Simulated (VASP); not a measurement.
Here is a VASP 6.6.1 calculation.

The input INCAR:

```
ALGO = Normal ; EDIFF = 1E-6
ENCUT = 520 ; GGA = PS
ISIF = 2 ; ISMEAR = -1
LASPH = True ; LCHARG = False
LREAL = False ; LWAVE = False
NBANDS = 35 ; NELM = 60
PREC = Accurate ; SIGMA = 0.08
```

Contents of KPOINTS:

```
k-points
0
Gamma
  11 11 3
```

The input POSCAR:

```
WSe2
1.0
    3.2570984660      0.0000000000      0.0000000000
   -1.6285492330      2.8207300141      0.0000000000
    0.0000000000      0.0000000000     12.9700000000
W Se
2 4
Direct
    0.3333333333      0.6666666667      0.2500000000
    0.6666666667      0.3333333333      0.7500000000
    0.3333333333      0.6666666667      0.6210000000
    0.6666666667      0.3333333333      0.1210000000
    0.3333333333      0.6666666667      0.8790000000
    0.6666666667      0.3333333333      0.3790000000
```

Potentials or basis: VASP PAW PBE potentials, release 64 (W_sv, Se).

The run is started by

```sh
$ cat potpaw_PBE.64/W_sv/POTCAR potpaw_PBE.64/Se/POTCAR > POTCAR
$ mpirun -np 1 vasp_std > vasp.out
```

Q: Predict the largest force.

A: 0.152 eV/Å.

Q: What does it give for the pressure?

A: 1.9 GPa.

Q: Estimate the band gap on the k mesh.

A: 0.92 eV, indirect (least direct gap 1.83 eV).

Forces on the atoms (eV/Å):
```
W    0.000  0.000  0.000
W    0.000  0.000  0.000
Se   0.000  0.000 -0.152
Se   0.000  0.000 -0.152
Se   0.000  0.000  0.152
Se   0.000  0.000  0.152
```

Caveat: the cell differs from its parent crystal (equal xx and yy strain of -1 %); the PAW data sets were made with another functional, which shifts forces and pressure a little; spin-orbit coupling is left out, which moves the levels of the heavy elements; this functional lacks dispersion, which binds the layers, so the pressure and a relaxed spacing across them are unreliable. A k mesh can miss the band edges.
